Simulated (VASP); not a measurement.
# Ta2N (P-31m) in VASP: notebook, part 2 of 2

VASP 6.6.1. The steps go on from the part before.

## 5. Single point, LDA (c/a of the conventional cell at fixed volume 0.9900)

INCAR

```
PREC = Accurate ; ENCUT = 520
EDIFF = 1E-6 ; ISMEAR = 0
SIGMA = 0.15 ; LREAL = False
LASPH = True ; NELM = 60
ALGO = Normal ; ISIF = 2
LWAVE = False ; LCHARG = False
GGA = CA ; NBANDS = 50
```

KPOINTS

```
Automatic mesh
0
Gamma
  9 9 8
```

POSCAR

```
Ta2N
1.0
    5.1282710815      0.0000000000      0.0000000000
   -2.5641355407      4.4412130340      0.0000000000
    0.0000000000      0.0000000000      5.0769883706
Ta N
6 3
Direct
    0.6549760690      0.6549760690      0.7526041962
    0.0000000000      0.3450239310      0.7526041962
    0.3450239310      0.0000000000      0.7526041962
    0.3450239310      0.3450239310      0.2473958038
    0.0000000000      0.6549760690      0.2473958038
    0.6549760690      0.0000000000      0.2473958038
    0.6666666667      0.3333333333      0.5000000000
    0.3333333333      0.6666666667      0.5000000000
    0.0000000000      0.0000000000      0.0000000000
```

Started as:

```console
cat potpaw_LDA.64/Ta_pv/POTCAR potpaw_LDA.64/N/POTCAR > POTCAR
mpirun -np 1 vasp_std > vasp.out
```

It took 7.4 min on 1 thread of Oxide Virtual Turin-like, shared host; peak memory 0.4 GiB.

Results (log left out):

```yaml
Free_energy: -113.6141 eV
Pressure: 2.5 GPa
Largest_force: 1.686 eV/Å
```

Forces in eV/Å, atoms in the order of the input:
```
Ta   0.776  1.343  0.660
Ta   0.776 -1.343  0.660
Ta  -1.551  0.000  0.660
Ta  -0.776 -1.343 -0.660
Ta  -0.776  1.343 -0.660
Ta   1.551  0.000 -0.660
N    0.000  0.000  0.000
N    0.000  0.000  0.000
N    0.000  0.000  0.000
```

Stress tensor (GPa, compression positive):
```
 7.56  0.00  0.00
 0.00  7.56  0.00
 0.00  0.00 -7.50
```

Levels at points of the mesh, in eV from the Fermi level:
```csv
k point,band 39,band 40,band 41,band 42,band 43,band 44
"(0.00, 0.00, 0.00)",-0.70,-0.54,-0.54,-0.27,-0.27,1.10
"(0.00, 0.00, 0.50)",-1.19,-1.19,-1.18,0.50,0.75,0.75
```

Caveat: spin-orbit coupling is left out, which moves the levels of the heavy elements; forces of over 1 eV/Å act on the atoms, so gaps and moduli don't describe the material at rest.

## 6. Single point, LDA (c/a of the conventional cell at fixed volume 0.8966)

INCAR

```
PREC     = Accurate       # precision mode
ENCUT    = 520            # plane-wave cutoff, eV
EDIFF    = 1E-7           # SCF threshold, eV
ISMEAR   = 0              # smearing method
SIGMA    = 0.15           # smearing width, eV
LREAL    = F              # projectors in reciprocal space
LASPH    = T              # aspherical terms in the spheres
NELM     = 60             # most SCF steps
ALGO     = Normal         # electronic algorithm
ISIF     = 2              # what is computed and relaxed
LWAVE    = F              # write WAVECAR
LCHARG   = F              # write CHGCAR
NBANDS   = 50             # bands
```

KPOINTS

```
regular mesh
0
Gamma
  9 9 8
```

POSCAR

```
Ta2N
1.0
    5.3004953848      0.0000000000      0.0000000000
   -2.6502476924      4.5903636559      0.0000000000
    0.0000000000      0.0000000000      4.7524241620
Ta N
6 3
Direct
    0.6908347477      0.6908347477      0.7526041962
    0.0000000000      0.3091652523      0.7526041962
    0.3091652523      0.0000000000      0.7526041962
    0.3091652523      0.3091652523      0.2473958038
    0.0000000000      0.6908347477      0.2473958038
    0.6908347477      0.0000000000      0.2473958038
    0.6666666667      0.3333333333      0.5000000000
    0.3333333333      0.6666666667      0.5000000000
    0.0000000000      0.0000000000      0.0000000000
```

Potentials or basis: VASP PAW LDA potentials, release 64 (Ta_pv, N).

Started as:

```console
cat potpaw_LDA.64/Ta_pv/POTCAR potpaw_LDA.64/N/POTCAR > POTCAR
mpirun -np 1 vasp_std > vasp.out
```

OUTCAR:

```text
PREC = Accurate
   ENCUT = 520
   EDIFF = 1E-7
   ISMEAR = 0
   LREAL = F
   LASPH = T
   NELM = 60
   ISIF = 2

 ion  position               nearest neighbor table
   1  0.691  0.691  0.753-   9 2.02   8 2.19   7 2.19   3 2.84   2 2.84   5 2.87   6 2.87   5 2.91
                             6 2.91   4 3.10   4 3.14   3 3.18   2 3.18   2 3.18   3 3.18
   2  0.000  0.309  0.753-   9 2.02   7 2.19   8 2.19   3 2.84   1 2.84   4 2.87   6 2.87   4 2.91
                             6 2.91   5 3.10   5 3.14   3 3.18   1 3.18   1 3.18   3 3.18
   3  0.309  0.000  0.753-   9 2.02   8 2.19   7 2.19   2 2.84   1 2.84   4 2.87   5 2.87   5 2.91
                             4 2.91   6 3.10   6 3.14   1 3.18   2 3.18   2 3.18   1 3.18
   4  0.309  0.309  0.247-   9 2.02   7 2.19   8 2.19   6 2.84   5 2.84   2 2.87   3 2.87   2 2.91
                             3 2.91   1 3.10   1 3.14   6 3.18   5 3.18   5 3.18   6 3.18
   5  0.000  0.691  0.247-   9 2.02   8 2.19   7 2.19   6 2.84   4 2.84   1 2.87   3 2.87   1 2.91
                             3 2.91   2 3.10   2 3.14   6 3.18   4 3.18   4 3.18   6 3.18
   6  0.691  0.000  0.247-   9 2.02   7 2.19   8 2.19   5 2.84   4 2.84   1 2.87   2 2.87   1 2.91
                             2 2.91   3 3.10   3 3.14   4 3.18   5 3.18   4 3.18   5 3.18
   7  0.667  0.333  0.500-   2 2.19   6 2.19   3 2.19   5 2.19   4 2.19   1 2.19
   8  0.333  0.667  0.500-   5 2.19   3 2.19   6 2.19   2 2.19   1 2.19   4 2.19
[... 210 lines left out ...]
      2     -27.3777      2.00000
      3     -27.3707      2.00000
      4     -27.3707      2.00000
      5     -27.3189      2.00000
      6     -27.2270      2.00000
[... 1261 lines left out ...]
     49      10.7151      0.00000
     50      10.8678      0.00000

 [... further k-points ...]
[... 5 lines left out ...]
  --------------------------------------------------------------------------------------
  -------------------------------------------------------------------------------------
  Total        3.6598822      3.6598822     10.7115361      0.0000000      0.0000000      0.0000000
  in kB       50.7106225     50.7106225    148.4169794      0.0000000      0.0000000      0.0000000
  external PRESSURE =      83.2794082 kB  Pullay stress =       0.0000000 kB

 VOLUME and BASIS-vectors are now :
 -----------------------------------------------------------------------------
  energy-cutoff  :      520.00
  volume of cell :      115.63
      direct lattice vectors                 reciprocal lattice vectors
     5.300495385  0.000000000  0.000000000     0.188661611  0.108923832  0.000000000
    -2.650247692  4.590363656  0.000000000     0.000000000  0.217847664  0.000000000
     0.000000000  0.000000000  4.752424162     0.000000000  0.000000000  0.210418929

 POSITION                                       TOTAL-FORCE (eV/Angst)
 -----------------------------------------------------------------------------------
      1.83088      3.17118      3.57669        -1.874288     -3.246361     -1.636199
     -0.81936      1.41918      3.57669        -1.874288      3.246361     -1.636199
      1.63873      0.00000      3.57669         3.748575     -0.000000     -1.636199
      0.81936      1.41918      1.17573         1.874288      3.246361      1.636199
     -1.83088      3.17118      1.17573         1.874288     -3.246361      1.636199
      3.66177      0.00000      1.17573        -3.748575     -0.000000      1.636199
      2.65025      1.53012      2.37621         0.000000     -0.000000     -0.000000
     -0.00000      3.06024      2.37621         0.000000     -0.000000     -0.000000
      0.00000      0.00000      0.00000         0.000000     -0.000000     -0.000000
 -----------------------------------------------------------------------------------
    total drift:                                0.000000     -0.000000      0.000000

  FREE ENERGIE OF THE ION-ELECTRON SYSTEM (eV)
  ---------------------------------------------------
  free  energy   TOTEN  =      -112.6353695615 eV

  energy  without entropy=     -112.5904278526  energy(sigma->0) =     -112.61289871
```

OSZICAR:

```text
N       E                     dE             d eps       ncg     rms          rms(c)
DAV:   1     0.844202606811E+03    0.84420E+03   -0.44206E+04  8100   0.171E+03
DAV:   2    -0.596800765054E+02   -0.90388E+03   -0.87240E+03  8724   0.511E+02
DAV:   3    -0.121475452508E+03   -0.61795E+02   -0.59717E+02 10150   0.120E+02
DAV:   4    -0.123029562229E+03   -0.15541E+01   -0.15379E+01  9824   0.178E+01
DAV:   5    -0.123066641154E+03   -0.37079E-01   -0.37008E-01 10336   0.233E+00    0.541E+01
DAV:   6    -0.113467700018E+03    0.95989E+01   -0.55886E+01  9752   0.307E+01    0.257E+01
DAV:   7    -0.112788807913E+03    0.67889E+00   -0.41865E+00  9718   0.863E+00    0.117E+01
DAV:   8    -0.112645507700E+03    0.14330E+00   -0.52426E-01  9760   0.372E+00    0.130E+00
DAV:   9    -0.112637661703E+03    0.78460E-02   -0.86585E-02 10256   0.107E+00    0.509E-01
DAV:  10    -0.112636082224E+03    0.15795E-02   -0.17961E-02 10718   0.610E-01    0.269E-01
DAV:  11    -0.112635422116E+03    0.66011E-03   -0.45009E-03 10264   0.294E-01    0.787E-02
DAV:  12    -0.112635374107E+03    0.48009E-04   -0.89630E-04 10072   0.115E-01    0.180E-02
DAV:  13    -0.112635369555E+03    0.45519E-05   -0.51133E-05  9784   0.364E-02    0.109E-02
DAV:  14    -0.112635369562E+03   -0.68694E-08   -0.61779E-06 10176   0.109E-02    0.374E-03
DAV:  15    -0.112635369561E+03    0.44929E-09   -0.38050E-07  8152   0.320E-03
   1 F= -.11263537E+03 E0= -.11261290E+03  d E =-.449417E-01
```

Run time: 13 min. Hardware: 1 thread of Oxide Virtual Turin-like, shared host; peak memory 0.39 GiB.

Results:

```yaml
Free_energy: -112.6354 eV
Pressure: 8.3 GPa
Largest_force: 4.090 eV/Å
```

Forces on the atoms (eV/Å):
```
Ta  -1.874 -3.246 -1.636
Ta  -1.874  3.246 -1.636
Ta   3.749  0.000 -1.636
Ta   1.874  3.246  1.636
Ta   1.874 -3.246  1.636
Ta  -3.749  0.000  1.636
N    0.000  0.000  0.000
N    0.000  0.000  0.000
N    0.000  0.000  0.000
```

Caveat: spin-orbit coupling is left out, which moves the levels of the heavy elements; forces of over 1 eV/Å act on the atoms, so gaps and moduli don't describe the material at rest.

## 7. Overview

```csv
cell,gap on the mesh (eV),pressure (GPa),largest force (eV/Å)
"a = 5.300, b = 5.300, c = 4.752 Å, angles 90.0, 90.0, 120.0°, 9 atoms",none,8.3,4.09
"a = 5.229, b = 5.229, c = 4.884 Å, angles 90.0, 90.0, 120.0°, 9 atoms",none,8.0,4.19
"a = 5.338, b = 5.338, c = 4.686 Å, angles 90.0, 90.0, 120.0°, 9 atoms",none,3.3,1.69
"a = 5.128, b = 5.128, c = 5.077 Å, angles 90.0, 90.0, 120.0°, 9 atoms",none,2.5,1.69
```

Some of these runs hold the atoms at other places in the same cell, which the table doesn't show; runs alike in all that it shows share one row.

Alike in all rows: task single point; level LDA; potentials or basis VASP PAW LDA potentials, release 64 (Ta_pv, N); no spin polarisation; k mesh 9 × 9 × 8; cutoff (eV) 520; smearing gaussian 0.15 eV.

Caveats: spin-orbit coupling is left out, which moves the levels of the heavy elements; forces of over 1 eV/Å act on the atoms, so gaps and moduli don't describe the material at rest.

Total energies depend on the potentials used, so only differences within one code and one set of settings carry meaning.
